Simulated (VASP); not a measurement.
# Mn (Fd-3m) in VASP: a series of runs, part 2 of 2

VASP 6.6.1. The steps go on from the part before.

### 4 Relaxation of cell and atoms, RPBE, collinear spin, antiferromagnetic start

This run uses another cell than the first one, of 15.86 Å³/atom, 0.786 times its volume.

File INCAR:

```
SYSTEM = Mn
  PREC = Accurate
  ENCUT = 600
  EDIFF = 1E-6
  ISMEAR = -1
  SIGMA = 0.05
  LREAL = .False.
  LASPH = .True.
  NELM = 150
  ALGO = Normal
  ISIF = 3
  LWAVE = .False.
  LCHARG = .False.
  ISPIN = 2
  MAGMOM = 3 -3
  LORBIT = 11
  LMAXMIX = 4
  GGA = RP
  IBRION = 2
  NSW = 80
  EDIFFG = -0.01
```

File KPOINTS:

```
regular mesh
0
Gamma
  11 11 11
  0 0 0
```

File POSCAR:

```
Mn
1.0
    0.0000000000      2.5125686141      2.5125686141
    2.5125686141      0.0000000000      2.5125686141
    2.5125686141      2.5125686141      0.0000000000
Mn
2
Direct
    0.1250000000      0.1250000000      0.1250000000
    0.8750000000      0.8750000000      0.8750000000
```

Potentials or basis: VASP PAW PBE potentials, release 64 (Mn_pv).

Started as:

```sh
$ cat potpaw_PBE.64/Mn_pv/POTCAR > POTCAR
$ mpirun -np 1 vasp_std > vasp.out
```

OUTCAR:

```text
SYSTEM = Mn
   PREC = Accurate
   ENCUT = 600
   EDIFF = 1E-6
   ISMEAR = -1
   LREAL = .False.
   LASPH = .True.
   NELM = 150
   ISIF = 3
   ISPIN = 2
   LORBIT = 11
   GGA = RP
   IBRION = 2
   NSW = 80
   EDIFFG = -0.01

 ion  position               nearest neighbor table
   1  0.125  0.125  0.125-   2 2.18   2 2.18   2 2.18   2 2.18
   2  0.875  0.875  0.875-   1 2.18   1 2.18   1 2.18   1 2.18

  LATTYP: Found a face centered cubic cell.
 ALAT       =     5.0251372282

  Lattice vectors:

 A1 = (   0.0000000000,   2.5125686141,   2.5125686141)
 A2 = (   2.5125686141,   0.0000000000,   2.5125686141)
 A3 = (   2.5125686141,   2.5125686141,   0.0000000000)

Analysis of symmetry for initial positions (statically):
=====================================================================
 Subroutine PRICEL returns:
 Original cell was already a primitive cell.

 Routine SETGRP: Setting up the symmetry group for a
 face centered cubic supercell.

 Subroutine GETGRP returns: Found 48 space group operations
 (whereof 12 operations were pure point group operations)
 out of a pool of 48 trial point group operations.

The static configuration has the point symmetry D_3d.
 The point group associated with its full space group is O_h .

Analysis of symmetry for dynamics (positions and initial velocities):
=====================================================================
 Subroutine PRICEL returns:
 Original cell was already a primitive cell.

 Routine SETGRP: Setting up the symmetry group for a
 face centered cubic supercell.

 Subroutine GETGRP returns: Found 48 space group operations
 (whereof 12 operations were pure point group operations)
 out of a pool of 48 trial point group operations.

The dynamic configuration has the point symmetry D_3d.
 The point group associated with its full space group is O_h .

Analysis of structural, dynamic, and magnetic symmetry:
=====================================================================
 Subroutine PRICEL returns:
[... 141 lines left out ...]
 conjugate gradient relaxation of ions
 spin polarized calculation
  energy-cutoff  :      600.00
  volume of cell :       31.72
 maximum number of plane-waves:      1069
   NGX = 15   NGY = 15   NGZ = 15

--------------------------------------- Ionic step        1  -------------------------------------------

 number of electron      26.0000012 magnetization       0.0000000

 number of electron      26.0000012 magnetization      -0.0000000

 Free energy of the ion-electron system (eV)
  ---------------------------------------------------
  ext. energy  EPLUGINS =         0.00000000
  ---------------------------------------------------
  free energy    TOTEN  =       -14.43593828 eV

  energy without entropy =      -14.43124834  energy(sigma->0) =      -14.43359331

------------------------ aborting loop because EDIFF is reached ----------------------------------------

  FORCE on cell =-STRESS in cart. coord.  units (eV):
  Direction    XX          YY          ZZ          XY          YZ          ZX
  --------------------------------------------------------------------------------------
  -------------------------------------------------------------------------------------
  Total        1.9102091      1.9102091      1.9102091     -0.0000000      0.0000000     -0.0000000
  in kB       96.4734268     96.4734268     96.4734268     -0.0000000      0.0000000     -0.0000000
  external PRESSURE =      96.4734268 kB  Pullay stress =       0.0000000 kB
[... 101 lines left out ...]
 number of electron      26.0000021 magnetization       0.0000000

 number of electron      26.0000021 magnetization      -0.0000000

 Free energy of the ion-electron system (eV)
  ---------------------------------------------------
  ext. energy  EPLUGINS =         0.00000000
  ---------------------------------------------------
  free energy    TOTEN  =       -14.58414831 eV

  energy without entropy =      -14.57842156  energy(sigma->0) =      -14.58128493

 E-fermi :   5.0433     XC(G=0): -10.4577

 val. band max:        5.0302404752   @ k =   0.0909   0.0909   0.0000
 cond. band min:       5.0751642436   @ k =   0.0909   0.0000   0.0000
 fundamental gap:      0.0449237684
 Fermi energy:         5.0432900863

 spin component 1

 k-point     1 :       0.0000    0.0000    0.0000
  band No.  band energies     occupation
      1     -44.7668      1.00000
      2     -44.7668      1.00000
      3     -44.7668      1.00000
      4     -41.7621      1.00000
      5     -41.7621      1.00000
      6     -41.7621      1.00000
[... 459 lines left out ...]
      6     -41.7558      1.00000
[... 9 lines left out ...]
     16       6.3523      0.00000
     17       6.5592      0.00000

 [... further k-points ...]

 spin component 2

 k-point     1 :       0.0000    0.0000    0.0000
  band No.  band energies     occupation
      1     -44.7668      1.00000
      2     -44.7668      1.00000
      3     -44.7668      1.00000
      4     -41.7621      1.00000
      5     -41.7621      1.00000
      6     -41.7621      1.00000
[... 500 lines left out ...]
  FREE ENERGIE OF THE ION-ELECTRON SYSTEM (eV)
  ---------------------------------------------------
  free  energy   TOTEN  =       -14.5841483104 eV

  energy  without entropy=      -14.5784215591  energy(sigma->0) =      -14.58128493

 reached required accuracy - stopping structural energy minimisation

 total charge

# of ion       s       p       d       tot
------------------------------------------
    1        0.437   6.202   5.074  11.714
    2        0.437   6.202   5.074  11.714
--------------------------------------------------
tot          0.875  12.404  10.149  23.428

 magnetization (x)

# of ion       s       p       d       tot
------------------------------------------
    1        0.077  -0.007   2.774   2.844
    2       -0.077   0.007  -2.774  -2.844
--------------------------------------------------
tot          0.000   0.000   0.000   0.000
```

OSZICAR:

```text
N       E                     dE             d eps       ncg     rms          rms(c)
DAV:   1     0.265616114184E+03    0.26562E+03   -0.17897E+04  3808   0.216E+03
DAV:   2    -0.449442428720E+01   -0.27011E+03   -0.26699E+03  3845   0.527E+02
DAV:   3    -0.151631886370E+02   -0.10669E+02   -0.10506E+02  4474   0.121E+02
DAV:   4    -0.153630497465E+02   -0.19986E+00   -0.19952E+00  4229   0.166E+01
[... 43 lines left out ...]
DAV:   5    -0.145841274589E+02    0.42393E-03   -0.16519E-03  3846   0.278E-01    0.394E-02
DAV:   6    -0.145841551478E+02   -0.27689E-04   -0.92470E-05  4026   0.970E-02    0.193E-02
DAV:   7    -0.145841503881E+02    0.47597E-05   -0.73425E-06  4180   0.338E-02    0.677E-03
DAV:   8    -0.145841482043E+02    0.21838E-05   -0.15076E-06  2766   0.133E-02    0.268E-03
DAV:   9    -0.145841483104E+02   -0.10617E-06   -0.10478E-07  1916   0.389E-03
   4 F= -.14584148E+02 E0= -.14581285E+02  d E =-.148210E+00  mag=    -0.0000
```

CONTCAR:

```text
Mn
   1.00000000000000
    -0.0000000000000000    2.6625286358940312    2.6625286358940312
     2.6625286358940312    0.0000000000000000    2.6625286358940312
     2.6625286358940312    2.6625286358940312    0.0000000000000000
  Mn
     2
Direct
     0.1250000000000000    0.1250000000000000    0.1250000000000000
     0.8750000000000000    0.8750000000000000    0.8750000000000000

  0.00000000E+00  0.00000000E+00  0.00000000E+00
  0.00000000E+00  0.00000000E+00  0.00000000E+00
```

Run time: 3.7 min. Hardware: 1 thread of Intel Xeon Platinum 8259CL at 2.50GHz (Skylake/Cascade Lake), shared host; peak memory 0.2 GiB.

What came out:

```yaml
Free_energy: -14.5841 eV
Relaxed_volume: 18.87 Å³/atom
Relaxed_cell: a = 3.765 Å, b = 3.765 Å, c = 3.765 Å, α = 60.00°, β = 60.00°, γ = 60.00°
Space_group_after_relaxing_to_0.05_Å: Fd-3m (No. 227)
Energy_gained_by_relaxing: 74.1 meV/atom
Ionic_steps: 4
Pressure_after_relaxing: 0.0 GPa
Band_gap_on_the_k_mesh: zero (filled and empty bands touch)
Net_moment: 0.00 μB per cell
Site_moments: Mn +2.84, -2.84 μB
Valence_electrons_inside_the_program's_atomic_spheres: Mn 11.71
```

Step by step:
```
step  energy change (eV)  largest force (eV/Å)  pressure (GPa)  volume (Å³)
   1              0.0000                0.0000            9.65        31.72
   2             -0.1420                0.0000            1.45        36.31
   3             -0.1473                0.0000           -0.52        38.30
   4             -0.1482                0.0000           -0.03        37.75
```

Final structure:
```
Mn
1.0
     0.00000    2.66253    2.66253
     2.66253    0.00000    2.66253
     2.66253    2.66253    0.00000
Mn
2
Direct
  0.12500 0.12500 0.12500
  0.87500 0.87500 0.87500
```

Levels at points of the mesh, in eV from the Fermi level:
Spin up:
```csv
k point,band 11,band 12,band 13,band 14,band 15,band 16
"(0.00, 0.00, 0.00)",-2.74,-2.74,0.11,0.11,0.11,1.51
```
Spin down:
```csv
k point,band 9,band 10,band 11,band 12,band 13,band 14,band 15,band 16,band 17
"(0.00, 0.00, 0.00)",-2.82,-2.74,-2.74,-2.74,0.11,0.11,0.11,1.51,1.51
```

Caveat: the volume moved by over 15 % at a fixed basis, so the end points are rough; the PAW data sets were made with another functional, which shifts forces and pressure a little.

### 5 Single point, RPBE

This run uses another cell than the first one, of 15.56 Å³/atom, 0.772 times its volume.

File INCAR:

```
SYSTEM = Mn
ALGO = Normal
EDIFF = 1E-6
ENCUT = 520
GGA = RP
ISIF = 2
ISMEAR = -1
LASPH = .True.
LCHARG = .False.
LREAL = .False.
LWAVE = .False.
NBANDS = 20
NELM = 80
PREC = Accurate
SIGMA = 0.1
```

File KPOINTS:

```
k-points
0
Gamma
  18 18 18
  0 0 0
```

File POSCAR:

```
Mn
1.0
    0.0000000000      2.4966387392      2.4966387392
    2.4966387392      0.0000000000      2.4966387392
    2.4966387392      2.4966387392      0.0000000000
Mn
2
Direct
    0.1250000000      0.1250000000      0.1250000000
    0.8750000000      0.8750000000      0.8750000000
```

Started as:

```sh
$ cat potpaw_PBE.64/Mn_pv/POTCAR > POTCAR
$ mpirun -np 1 vasp_std > vasp.out
```

Run time: 91 s. Hardware: 1 thread of Intel Xeon Platinum 8488C (Sapphire Rapids), shared host; peak memory 0.22 GiB.

Results (log left out):

```yaml
Free_energy: -14.1920 eV
Pressure: 0.5 GPa
Band_gap_on_the_k_mesh: zero (band 13 reaches 6.34 eV, above the bottom of band 14 at 5.67 eV)
```

Levels at points of the mesh, in eV from the Fermi level:
```csv
k point,band 10,band 11,band 12,band 13,band 14,band 15,band 16,band 17
"(0.00, 0.00, 0.00)",-1.67,-1.67,-1.67,0.42,0.42,0.42,2.17,2.17
"(0.50, 0.00, 0.00)",-1.89,-1.69,-1.69,-0.50,1.03,1.03,1.89,1.89
"(0.50, 0.50, 0.00)",-1.60,-0.65,-0.65,0.07,0.07,2.10,2.10,3.43
```

Caveat: the PAW data sets were made with another functional, which shifts forces and pressure a little; the run has no spin polarisation, though such a crystal can be magnetic. Spin polarisation is off, so any magnetic state and its effect on volume and gap are missing.

### 6 Overview

```csv
task,spin,cell,k mesh,cutoff (eV),smearing,gap on the mesh (eV),pressure (GPa),moment (μB)
single point,"collinear, antiferromagnetic start","a = 3.850 Å, angles 60.0°, 2 atoms",12 × 12 × 12,520,fermi-dirac 0.05 eV,none,-2.0,0.00
single point,"collinear, antiferromagnetic start","a = 3.897 Å, angles 60.0°, 2 atoms",12 × 12 × 12,520,fermi-dirac 0.05 eV,none,-2.8,0.00
relaxation of cell and atoms,"collinear, antiferromagnetic start","relaxed from a = 3.553 Å, angles 60.0°, 2 atoms",11 × 11 × 11,600,fermi-dirac 0.05 eV,none,0.0,0.00
single point,off,"a = 3.531 Å, angles 60.0°, 2 atoms",18 × 18 × 18,520,fermi-dirac 0.1 eV,none,0.5,-
```

Alike in all rows: level RPBE; potentials or basis VASP PAW PBE potentials, release 64 (Mn_pv).

Caveats: the PAW data sets were made with another functional, which shifts forces and pressure a little; the volume moved by over 15 % at a fixed basis, so the end points are rough (some runs).

Absolute energies hang on the potentials; compare differences alone.
